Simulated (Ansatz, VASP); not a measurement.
**One calculation of Hf, two programs**

File POSCAR:

```
Hf
1.0
    0.0000000000      2.1841872859      2.2933966502
    2.1841872859      0.0000000000      2.2933966502
    2.1841872859      2.1841872859      0.0000000000
Hf
1
Direct
    0.0000000000      0.0000000000      0.0000000000
```

Contents of INCAR.step1:

```
  PREC = Accurate
  ENCUT = 520
  ISMEAR = 0
  SIGMA = 0.15
  LREAL = F
  LASPH = T
  NELM = 60
  NBANDS = 11
  GGA = PE
  ALGO = Normal
  EDIFF = 1E-4
  LWAVE = T
  LCHARG = F
```

The input INCAR.step2:

```
  PREC = Accurate
  ENCUT = 520
  EDIFF = 1E-7
  ISMEAR = 0
  SIGMA = 0.15
  LREAL = F
  LASPH = T
  NELM = 60
  ALGO = Normal
  ISIF = 2
  LWAVE = F
  LCHARG = T
  METAGGA = R2SCAN
  LMIXTAU = T
  LELF = T
  LVHAR = T
  NBANDS = 11
  ISTART = 1
```

The input KPOINTS:

```
Automatic mesh
0
Gamma
  20 20 20
```

Input for Ansatz:

```yaml
crystal:
  lattice:
    - [0.0, 2.1841872859, 2.2933966502]
    - [2.1841872859, 0.0, 2.2933966502]
    - [2.1841872859, 2.1841872859, 0.0]
  atoms:
    - { symbol: Hf, position: [0.0, 0.0, 0.0] }
basis:
  ecutwfc: 500
kpoints:
  mp_grid: { grid: [20, 20, 20] }
hamiltonian:
  xc: r2scan
scf:
  occupations: { method: gaussian, width: 0.15 }
output:
  forces: true
  stress: true
  eigenvalues: true
```

Alike in both runs: task single point; functional r2SCAN; k mesh 20 × 20 × 20; occupations gaussian, width 0.15 eV; no spin polarisation.

```csv
,VASP,Ansatz
version,VASP 6.6.1,Ansatz 0.2.0
potentials or method,"VASP PAW PBE potentials, release 64 (Hf_pv), cutoff 520 eV","scalar-relativistic, plane waves, PAW"
valence electrons in the cell,10,26
```

```csv
,VASP,Ansatz,Ansatz less VASP
gap on the k mesh at the Fermi level (eV),none,none,-
pressure (GPa),2.2,2.7,+0.50
"traceless stress, the component that is largest in VASP (GPa)",-1.85,-1.84,+0.010
```

VASP's potentials were made for PBE, not for r2SCAN. A gap of «none» marks a metal or a gap that the smearing closes. The functional is the same, so the differences come from potentials, cutoffs and numerics. VASP's potentials hold 10 valence electrons a cell and Ansatz's 26, so a difference there can come from the potentials and not from the codes.

Spin-orbit coupling is off throughout.
